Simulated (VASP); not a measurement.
Wanted: the native input for a VASP 6.6.1 run.

```
Task                   : single point
Functional             : PBE
Potentials or basis    : VASP PAW PBE potentials, release 64 (Ta_pv, N)
Cutoff                 : 520 eV
k mesh                 : 15 × 15 × 8
Occupations            : gaussian, width 0.15 eV
Spin                   : no spin polarisation
Dipole correction      : no
Further INCAR settings : ALGO = Fast; EDIFF = 1e-06; NBANDS = 24
```

The structure of TaN lies in POSCAR:

```
TaN
1.0
    2.9168996769      0.0000000000      0.0000000000
   -1.4584498385      2.5261092205      0.0000000000
    0.0000000000      0.0000000000      5.9142266377
Ta N
2 2
Direct
   -0.0613211057     -0.0197932851      0.0000000000
    0.0613211057      0.0197932851      0.5000000000
    0.3333333333      0.6666666667      0.2500000000
    0.6666666667      0.3333333333      0.7500000000
```

This cell differs from its parent crystal: atoms displaced along several vibrational modes.

One way to write it, as run:

INCAR

```
SYSTEM = TaN
ALGO = Fast ; EDIFF = 1E-6
ENCUT = 520 ; GGA = PE
ISIF = 2 ; ISMEAR = 0
LASPH = .TRUE. ; LCHARG = .TRUE.
LELF = .TRUE. ; LREAL = .FALSE.
LVHAR = .TRUE. ; LWAVE = .FALSE.
NBANDS = 24 ; NELM = 60
PREC = Accurate ; SIGMA = 0.15
```

KPOINTS

```
k-points
0
G
  15 15 8
  0 0 0
```

Potentials or basis: VASP PAW PBE potentials, release 64 (Ta_pv, N).

Command:

```bash
$ cat potpaw_PBE.64/Ta_pv/POTCAR potpaw_PBE.64/N/POTCAR > POTCAR
$ mpirun -np 1 vasp_std > vasp.out
```

Results of the run:

- Pressure: 4.6 GPa
- Largest force: 2.007 eV/Å
- Band gap on the k mesh: zero (bands 16 and 17 overlap by 0.73 eV)

Caveat: the cell differs from its parent crystal (atoms displaced along several vibrational modes); the cell stands under pressure; spin-orbit coupling is left out, which moves the levels of the heavy elements; forces of over 1 eV/Å act on the atoms, so gaps and moduli don't describe the material at rest.

Wall time 12 min on 1 thread of Oxide Virtual Turin-like Processor, on a shared host, peak memory 0.54 GiB.
